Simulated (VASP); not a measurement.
Set up this calculation in VASP 6.6.1, as the native input.

```
Task                   : single point
Functional             : r2SCAN
Potentials or basis    : VASP PAW PBE potentials, release 64 (Si)
Cutoff                 : 520 eV
k mesh                 : 24 × 24 × 16
Occupations            : gaussian, width 0.15 eV
Spin                   : no spin polarisation
Dipole correction      : no
Further INCAR settings : ALGO = Normal; EDIFF = 1e-06; NBANDS = 11
```

Crystal: Si.

```
CELL_PARAMETERS angstrom
-1.65885 -1.65885 1.27634
-1.65885 1.65885 1.27634
-3.31769 0.00000 -2.55267
ATOMIC_POSITIONS crystal
Si 0.52656 0.52656 0.50844
Si 0.97344 0.97344 0.99156
```

This cell differs from its parent crystal: atoms displaced along a vibrational mode.

These files were run (other wordings do the same):

POSCAR

```
Si
1.0
   -1.6588457136     -1.6588457136      1.2763369320
   -1.6588457136      1.6588457136      1.2763369320
   -3.3176914272      0.0000000000     -2.5526738641
Si
2
Direct
    0.5265628499      0.5265628499      0.5084381065
   -0.0265628499     -0.0265628499     -0.0084381065
```

INCAR.step1

```
  ALGO = Normal
  EDIFF = 1E-4
  ENCUT = 520
  GGA = PE
  ISMEAR = 0
  LASPH = T
  LCHARG = F
  LREAL = F
  LWAVE = T
  NBANDS = 11
  NELM = 60
  PREC = Accurate
  SIGMA = 0.15
```

INCAR.step2

```
  ALGO = Normal
  EDIFF = 1E-6
  ENCUT = 520
  ISIF = 2
  ISMEAR = 0
  ISTART = 1
  LASPH = T
  LCHARG = F
  LMIXTAU = T
  LREAL = F
  LWAVE = F
  METAGGA = R2SCAN
  NBANDS = 11
  NELM = 60
  PREC = Accurate
  SIGMA = 0.15
```

KPOINTS

```
k-points
0
Gamma
  24 24 16
```

Potentials or basis: VASP PAW PBE potentials, release 64 (Si).

Command:

```bash
$ cat potpaw_PBE.64/Si/POTCAR > POTCAR
$ cp INCAR.step1 INCAR
$ mpirun -np 1 vasp_std > vasp.out
$ cp INCAR.step2 INCAR
$ mpirun -np 1 vasp_std > vasp.out
```

Results of the run:

- Pressure: 0.9 GPa
- Largest force: 0.072 eV/Å
- Band gap on the k mesh: zero (bands 4 and 5 overlap by 8.78 eV)

Caveat: the cell differs from its parent crystal (atoms displaced along a vibrational mode); the PAW data sets were made with another functional, which shifts forces and pressure a little.

It took 34 min on 1 thread of Oxide Virtual Turin-like Processor (shared host), peak memory 0.59 GiB.
